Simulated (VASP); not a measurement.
## Ru: single point with r2SCAN

Ru:

```xyz
2
Lattice="2.7058 0.0000 0.0000 -1.3529 2.3433 0.0000 0.0000 0.0000 4.2819" Properties=species:S:1:pos:R:3 pbc="T T T"
Ru    0.0000    1.5622    1.0705
Ru    1.3529    0.7811    3.2114
```

- Program: VASP 6.6.1
- Task: single point
- Functional: r2SCAN
- Potentials or basis: VASP PAW PBE potentials, release 64 (Ru_pv)
- Cutoff: 550 eV
- k mesh: 14 × 14 × 8
- Occupations: fermi-dirac, width 0.2 eV
- Spin: no spin polarisation
- Dipole correction: no
- Further INCAR settings: ALGO = Normal; EDIFF = 1e-06; NBANDS = 21

| Quantity | Value |
| --- | --- |
| Pressure | 0.4 GPa |
| Band gap on the k mesh | zero (bands 14 and 15 overlap by 3.27 eV) |

Stress tensor (GPa, compression positive):
```
 0.83  0.00  0.00
 0.00  0.83  0.00
 0.00  0.00 -0.56
```

Levels at points of the mesh, in eV from the Fermi level:
| k point | band 11 | band 12 | band 13 | band 14 | band 15 | band 16 | band 17 | band 18 |
| --- | --- | --- | --- | --- | --- | --- | --- | --- |
| (0.00, 0.00, 0.00) | -2.53 | -2.01 | -2.01 | -1.47 | -1.47 | 1.22 | 1.22 | 1.33 |
| (0.50, 0.00, 0.00) | -2.19 | -1.88 | -1.59 | 1.47 | 1.91 | 1.97 | 4.22 | 6.40 |
| (0.00, 0.00, 0.50) | -2.89 | -2.89 | -2.84 | -2.84 | 0.55 | 0.55 | 0.55 | 0.55 |
| (0.50, 0.00, 0.50) | -1.12 | -1.12 | 0.45 | 0.45 | 1.74 | 1.74 | 3.53 | 3.53 |

Wall time 4.1 min on 1 thread of Intel Xeon 8259CL (shared host), peak memory 0.2 GiB.

Caveat: an empty level that is flat over the whole mesh can mark a ghost state of the potentials, or a narrow d or f band; the PAW data sets were made with another functional, which shifts forces and pressure a little.
